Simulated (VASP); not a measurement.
# Al2O (P4_2/mmc) in VASP: notebook

The runs below take Al2O through single point, relaxation of cell and atoms, with PBE.

Everything below comes from runs of VASP 6.6.1. Logs are shortened: lines on timing, memory, paths and dates and some standing lists are left out, and cuts for length are marked.

## Step 1: The cell of the first run

It takes space group P4_2/mmc (No. 131, tetragonal). Conventional cell: a = 3.422 Å, b = 3.422 Å, c = 9.227 Å, α = 90.00°, β = 90.00°, γ = 90.00°. Al (site symmetry -4m2) has 8 Al at 2.87 to 3.42 Å and 8 O at 3.34 Å within 3.8 Å. Al (site symmetry mmm) has 2 O at 1.71 Å within 2.3 Å. Within 2.3 Å of O (site symmetry mmm) lie 2 Al at 1.71 Å.

## Step 2: Single point, PBE

The input, INCAR:

```
PREC     = Accurate       # precision mode
ENCUT    = 520            # plane-wave cutoff, eV
EDIFF    = 1E-6           # SCF threshold, eV
ISMEAR   = 0              # smearing method
SIGMA    = 0.1            # smearing width, eV
LREAL    = False          # projectors in reciprocal space
LASPH    = True           # aspherical terms in the spheres
NELM     = 100            # most SCF steps
ALGO     = Normal         # electronic algorithm
ISIF     = 2              # what is computed and relaxed
LWAVE    = False          # write WAVECAR
LCHARG   = False          # write CHGCAR
GGA      = PE             # functional
NBANDS   = 21             # bands
```

The input, KPOINTS:

```
Automatic mesh
0
Gamma
  12 12 4
```

The input, POSCAR:

```
Al2O
1.0
    3.4222312237      0.0000000000      0.0000000000
    0.0000000000      3.4222312237      0.0000000000
    0.0000000000      0.0000000000      9.2268173150
Al O
4 2
Direct
    0.0000000000      0.0000000000      0.2500000000
    0.0000000000      0.0000000000      0.7500000000
    0.0000000000      0.5000000000      0.5000000000
    0.5000000000      0.0000000000      0.0000000000
    0.5000000000      0.5000000000      0.0000000000
    0.5000000000      0.5000000000      0.5000000000
```

Potentials or basis: VASP PAW PBE potentials, release 64 (Al, O).

Started as:

```console
$ cat potpaw_PBE.64/Al/POTCAR potpaw_PBE.64/O/POTCAR > POTCAR
$ mpirun -np 1 vasp_std > vasp.out
```

OUTCAR:

```text
PREC = Accurate
   ENCUT = 520
   EDIFF = 1E-6
   ISMEAR = 0
   LREAL = False
   LASPH = True
   NELM = 100
   ISIF = 2
   GGA = PE

 ion  position               nearest neighbor table
   1  0.000  0.000  0.250-   3 2.87   4 2.87   3 2.87   4 2.87
   2  0.000  0.000  0.750-   3 2.87   4 2.87   3 2.87   4 2.87
   3  0.000  0.500  0.500-   6 1.71   6 1.71   1 2.87   1 2.87   2 2.87   2 2.87
   4  0.500  0.000  0.000-   5 1.71   5 1.71   1 2.87   2 2.87   1 2.87   2 2.87
   5  0.500  0.500  0.000-   4 1.71   4 1.71
   6  0.500  0.500  0.500-   3 1.71   3 1.71

  LATTYP: Found a simple tetragonal cell.
 ALAT       =     3.4222312237
 C/A-ratio  =     2.6961408251

  Lattice vectors:

 A1 = (   3.4222312237,   0.0000000000,   0.0000000000)
 A2 = (   0.0000000000,   3.4222312237,   0.0000000000)
 A3 = (   0.0000000000,   0.0000000000,   9.2268173150)

Analysis of symmetry for initial positions (statically):
=====================================================================
 Subroutine PRICEL returns:
 Original cell was already a primitive cell.

 Routine SETGRP: Setting up the symmetry group for a
 simple tetragonal supercell.

 Subroutine GETGRP returns: Found 16 space group operations
 (whereof  8 operations were pure point group operations)
 out of a pool of 16 trial point group operations.

The static configuration has the point symmetry D_2h.
 The point group associated with its full space group is D_4h.

Analysis of symmetry for dynamics (positions and initial velocities):
=====================================================================
 Subroutine PRICEL returns:
 Original cell was already a primitive cell.

 Routine SETGRP: Setting up the symmetry group for a
 simple tetragonal supercell.

 Subroutine GETGRP returns: Found 16 space group operations
 (whereof  8 operations were pure point group operations)
 out of a pool of 16 trial point group operations.

The dynamic configuration has the point symmetry D_2h.
 The point group associated with its full space group is D_4h.

 Subroutine INISYM returns: Found 16 space group operations
 (whereof  8 operations are pure point group operations),
 and found     1 'primitive' translations

[... 94 lines left out ...]
   ISTART =      0    job   : 0-new  1-cont  2-samecut
   ICHARG =      2    charge: 1-file 2-atom 10-const
   ISPIN  =      1    spin polarized calculation?
   LNONCOLLINEAR =      F non collinear calculations
   LSORBIT =      F    spin-orbit coupling
   LASPH  =      T    aspherical Exc in radial PAW
   ENCUT  =  520.0 eV  38.22 Ry    6.18 a.u.   6.36  6.36 17.16*2*pi/ulx,y,z
   NELM   =    100;   NELMIN=  2; NELMDL= -5     # of ELM steps
   EDIFF  = 0.1E-05   stopping-criterion for ELM
   LREAL  =      F    real-space projection
   EDIFFG = 0.1E-04   stopping-criterion for IOM
   NSW    =      0    number of steps for IOM
   IBRION =     -1    ionic relax: 0-MD 1-quasi-New 2-CG
   NFREE  =      0    steps in history (QN), initial steepest desc. (CG)
   ISIF   =      2    stress and relaxation
   ISYM   =      2    0-nonsym 1-usesym 2-fastsym
   POTIM  = 0.5000    time-step for ionic-motion
   TEBEG  =    0.0;   TEEND  =   0.0 temperature during run
   PSTRESS=    0.0 pullay stress
   NELECT =      24.0000    total number of electrons
   NUPDOWN=      -1.0000    fix difference up-down
   EMIN   =  10.00;   EMAX   =-10.00  energy-range for DOS
   EFERMI =   0.00;   METHOD = LEGACY
   ISMEAR =     0;   SIGMA  =   0.10  broadening in eV -4-tet -1-fermi 0-gaus
   EFERMI_NEDOS =   21; number of points for ismear=-14 and -15
   IALGO  =     38    algorithm
   IMIX   =      4    mixing-type and parameters
     AMIX     =   0.40;   BMIX     =  1.00
     AMIX_MAG =   1.60;   BMIX_MAG =  1.00
  volume/ion in A,a.u.               =      18.01       121.54
  Fermi-wavevector in a.u.,A,eV,Ry     =   0.991414  1.873501 13.373189  0.982902
  Thomas-Fermi vector in A             =   2.123154
   LORBIT       =      0    0 simple, 1 ext, 2 COOP (PROOUT), +10 PAW based schemes
   GGA     = PE    functional components
   LHFCALC =     F    Hartree Fock is set to
   AEXX    =    0.0000 exact exchange contribution
   IVDW    =     0    specifies the selected vdW correction
   LEPSILON=     F    determine dielectric tensor
   LRPA    =     F    only Hartree local field effects (RPA)
 non-spin polarized calculation
 Gauss-broadening in eV      SIGMA  =   0.10
  energy-cutoff  :      520.00
  volume of cell :      108.06
 maximum number of plane-waves:      2948
 NGX is ok and might be reduce to    28
   NGX = 13   NGY = 13   NGZ = 35

 number of electron      23.9999990 magnetization

 Free energy of the ion-electron system (eV)
  ---------------------------------------------------
  ext. energy  EPLUGINS =         0.00000000
  ---------------------------------------------------
  free energy    TOTEN  =       -28.94237011 eV

  energy without entropy =      -28.91896366  energy(sigma->0) =      -28.93066689

 E-fermi :   4.2111     XC(G=0):  -9.0686

 val. band max:        4.2099105958   @ k =   0.5000   0.1667   0.0000
 cond. band min:       4.2218162667   @ k =   0.5000   0.1667   0.5000
 fundamental gap:      0.0119056708
 Fermi energy:         4.2110868477

 k-point     1 :       0.0000    0.0000    0.0000
  band No.  band energies     occupation
      1     -14.8852      2.00000
      2     -14.8670      2.00000
      3      -2.8750      2.00000
      4      -2.3912      2.00000
      5      -1.6735      2.00000
      6      -1.6735      2.00000
[... 565 lines left out ...]
     20       9.3246      0.00000
     21      10.3442      0.00000

 [... further k-points ...]
[... 5 lines left out ...]
  --------------------------------------------------------------------------------------
  -------------------------------------------------------------------------------------
  Total        0.0878867      0.0878867     -0.1012761      0.0000000      0.0000000      0.0000000
  in kB        1.3030564      1.3030564     -1.5015742      0.0000000      0.0000000      0.0000000
  external PRESSURE =       0.3681795 kB  Pullay stress =       0.0000000 kB

 VOLUME and BASIS-vectors are now :
 -----------------------------------------------------------------------------
  energy-cutoff  :      520.00
  volume of cell :      108.06
      direct lattice vectors                 reciprocal lattice vectors
     3.422231224  0.000000000  0.000000000     0.292207024  0.000000000  0.000000000
     0.000000000  3.422231224  0.000000000     0.000000000  0.292207024  0.000000000
     0.000000000  0.000000000  9.226817315     0.000000000  0.000000000  0.108379733

 POSITION                                       TOTAL-FORCE (eV/Angst)
 -----------------------------------------------------------------------------------
      0.00000      0.00000      2.30670         0.000000      0.000000     -0.000000
      0.00000      0.00000      6.92011         0.000000      0.000000      0.000000
      0.00000      1.71112      4.61341         0.000000      0.000000     -0.000000
      1.71112      0.00000      0.00000         0.000000      0.000000     -0.000000
      1.71112      1.71112      0.00000         0.000000      0.000000     -0.000000
      1.71112      1.71112      4.61341         0.000000      0.000000     -0.000000
 -----------------------------------------------------------------------------------
    total drift:                                0.000000      0.000000      0.000000

  FREE ENERGIE OF THE ION-ELECTRON SYSTEM (eV)
  ---------------------------------------------------
  free  energy   TOTEN  =       -28.9423701112 eV

  energy  without entropy=      -28.9189636604  energy(sigma->0) =      -28.93066689
```

Wall time 2.5 min (1 thread of Intel Xeon Platinum 8488C (Sapphire Rapids), shared host); peak memory 0.3 GiB.

Results:

| Quantity | Value |
| --- | --- |
| Free energy | -28.9424 eV |
| Pressure | 0.0 GPa |
| Band gap on the k mesh | zero (band 12 reaches 5.32 eV, above the bottom of band 13 at 3.44 eV) |

Levels at points of the mesh, in eV from the Fermi level:
| k point | band 10 | band 11 | band 12 | band 13 | band 14 | band 15 |
| --- | --- | --- | --- | --- | --- | --- |
| (0.00, 0.00, 0.00) | -3.32 | -2.07 | 0.98 | 1.19 | 4.91 | 4.91 |
| (0.50, 0.00, 0.00) | -2.83 | -2.18 | 0.13 | 0.23 | 0.44 | 2.28 |
| (0.50, 0.50, 0.00) | -1.78 | -1.47 | -0.77 | -0.77 | 0.07 | 0.07 |
| (0.00, 0.00, 0.50) | -3.32 | -0.96 | -0.96 | 3.78 | 3.78 | 4.92 |
| (0.50, 0.00, 0.50) | -3.03 | -1.68 | -0.51 | 0.04 | 0.50 | 3.21 |
| (0.50, 0.50, 0.50) | -2.87 | -0.58 | -0.58 | -0.14 | -0.14 | 0.40 |

## Step 3: Relaxation of cell and atoms, PBE

This run uses another cell than the first one, of 18.10 Å³/atom, 1.005 times its volume.

The input, INCAR:

```
PREC     = Accurate       # precision mode
ENCUT    = 600            # plane-wave cutoff, eV
EDIFF    = 1E-7           # SCF threshold, eV
ISMEAR   = 0              # smearing method
SIGMA    = 0.1            # smearing width, eV
LREAL    = F              # projectors in reciprocal space
LASPH    = T              # aspherical terms in the spheres
NELM     = 100            # most SCF steps
ALGO     = Normal         # electronic algorithm
ISIF     = 3              # what is computed and relaxed
LWAVE    = F              # write WAVECAR
LCHARG   = F              # write CHGCAR
GGA      = PE             # functional
IBRION   = 2              # ionic algorithm
NSW      = 100            # ionic steps
EDIFFG   = -0.01          # ionic threshold
```

KPOINTS is that of step 2.

Changes to POSCAR since step 2:

```diff
@@ -2,5 +2,5 @@
 1.0
-    3.4222312237      0.0000000000      0.0000000000
-    0.0000000000      3.4222312237      0.0000000000
-    0.0000000000      0.0000000000      9.2268173150
+    3.4122220129      0.0000000000      0.0000000000
+    0.0000000000      3.4122220129      0.0000000000
+    0.0000000000      0.0000000000      9.3260798448
 Al O
```

Potentials or basis: VASP PAW PBE potentials, release 64 (Al, O).

Started as:

```console
$ cat potpaw_PBE.64/Al/POTCAR potpaw_PBE.64/O/POTCAR > POTCAR
$ mpirun -np 1 vasp_std > vasp.out
```

OUTCAR:

```text
PREC = Accurate
   ENCUT = 600
   EDIFF = 1E-7
   ISMEAR = 0
   LREAL = F
   LASPH = T
   NELM = 100
   ISIF = 3
   GGA = PE
   IBRION = 2
   NSW = 100
   EDIFFG = -0.01

 ion  position               nearest neighbor table
   1  0.000  0.000  0.250-   3 2.89   4 2.89   3 2.89   4 2.89
   2  0.000  0.000  0.750-   3 2.89   4 2.89   3 2.89   4 2.89
   3  0.000  0.500  0.500-   6 1.71   6 1.71   1 2.89   1 2.89   2 2.89   2 2.89
   4  0.500  0.000  0.000-   5 1.71   5 1.71   1 2.89   2 2.89   1 2.89   2 2.89
   5  0.500  0.500  0.000-   4 1.71   4 1.71
   6  0.500  0.500  0.500-   3 1.71   3 1.71

  LATTYP: Found a simple tetragonal cell.
 ALAT       =     3.4122220129
 C/A-ratio  =     2.7331398161

  Lattice vectors:

 A1 = (   3.4122220129,   0.0000000000,   0.0000000000)
[... 352 lines left out ...]
  ---------------------------------------------------
  ext. energy  EPLUGINS =         0.00000000
  ---------------------------------------------------
  free energy    TOTEN  =       -28.94865370 eV

  energy without entropy =      -28.92604467  energy(sigma->0) =      -28.93734919

 E-fermi :   4.2249     XC(G=0):  -9.0750

 val. band max:        4.2241774867   @ k =   0.3333   0.0833   0.2500
 cond. band min:       4.2292883428   @ k =   0.0000   0.0000   0.2500
 fundamental gap:      0.0051108561
 Fermi energy:         4.2248806148

 k-point     1 :       0.0000    0.0000    0.0000
  band No.  band energies     occupation
      1     -14.8614      2.00000
      2     -14.8426      2.00000
      3      -2.8630      2.00000
      4      -2.3860      2.00000
      5      -1.6543      2.00000
      6      -1.6543      2.00000
[... 433 lines left out ...]
      3      -3.4217      2.00000
      4      -2.9653      2.00000
      5      -0.6338      2.00000
      6      -0.0933      2.00000
[... 8 lines left out ...]
     15       5.2219      0.00000
     16       6.1721      0.00000

 [... further k-points ...]
[... 5 lines left out ...]
  --------------------------------------------------------------------------------------
  -------------------------------------------------------------------------------------
  Total       -0.0424662     -0.0424662     -0.0282087     -0.0000000      0.0000000      0.0000000
  in kB       -0.6307777     -0.6307777     -0.4190022     -0.0000000      0.0000000      0.0000000
  external PRESSURE =      -0.5601858 kB  Pullay stress =       0.0000000 kB
[... 21 lines left out ...]
  FREE ENERGIE OF THE ION-ELECTRON SYSTEM (eV)
  ---------------------------------------------------
  free  energy   TOTEN  =       -28.9486537044 eV

  energy  without entropy=      -28.9260446726  energy(sigma->0) =      -28.93734919

 reached required accuracy - stopping structural energy minimisation
```

CONTCAR:

```text
Al2O
   1.00000000000000
     3.4268131506965647   -0.0000000000000000    0.0000000000000000
     0.0000000000000000    3.4268131506965651    0.0000000000000000
     0.0000000000000000    0.0000000000000000    9.1853755996433790
  Al              O
     4     2
Direct
     0.0000000000000000    0.0000000000000000    0.2500000000000000
     0.0000000000000000    0.0000000000000000    0.7500000000000000
     0.0000000000000000    0.5000000000000000    0.5000000000000000
     0.5000000000000000    0.0000000000000000    0.0000000000000000
     0.5000000000000000    0.5000000000000000    0.0000000000000000
     0.5000000000000000    0.5000000000000000    0.5000000000000000

  0.00000000E+00  0.00000000E+00  0.00000000E+00
  0.00000000E+00  0.00000000E+00  0.00000000E+00
  0.00000000E+00  0.00000000E+00  0.00000000E+00
  0.00000000E+00  0.00000000E+00  0.00000000E+00
  0.00000000E+00  0.00000000E+00  0.00000000E+00
  0.00000000E+00  0.00000000E+00  0.00000000E+00
```

Run time: 7.9 min. Hardware: 1 thread of Intel Xeon Platinum 8488C (Sapphire Rapids), shared host; peak memory 0.33 GiB.

What came out:

| Property | Result |
| --- | --- |
| Free energy | -28.9487 eV |
| Relaxed volume | 17.98 Å³/atom |
| Relaxed cell | a = 3.427 Å, b = 3.427 Å, c = 9.185 Å, α = 90.00°, β = 90.00°, γ = 90.00° |
| Space group after relaxing (to 0.05 Å) | P4_2/mmc (No. 131) |
| Energy gained by relaxing | 0.6 meV/atom |
| Ionic steps | 5 |
| Pressure after relaxing | -0.1 GPa |
| Band gap on the k mesh | zero (band 12 reaches 5.37 eV, above the bottom of band 13 at 3.44 eV) |

The path:
```tsv
step	energy change (eV)	largest force (eV/Å)	pressure (GPa)	volume (Å³)
1	0.0000	0.0000	0.00	108.59
2	-0.0015	0.0000	-0.14	108.58
3	-0.0028	0.0000	-0.43	108.58
4	-0.0037	0.0000	-0.19	108.13
5	-0.0039	0.0000	-0.06	107.86
```

Final structure:
```
CELL_PARAMETERS angstrom
3.42681 0.00000 0.00000
0.00000 3.42681 0.00000
0.00000 0.00000 9.18538
ATOMIC_POSITIONS crystal
Al 0.00000 0.00000 0.25000
Al 0.00000 0.00000 0.75000
Al 0.00000 0.50000 0.50000
Al 0.50000 0.00000 0.00000
O 0.50000 0.50000 0.00000
O 0.50000 0.50000 0.50000
```
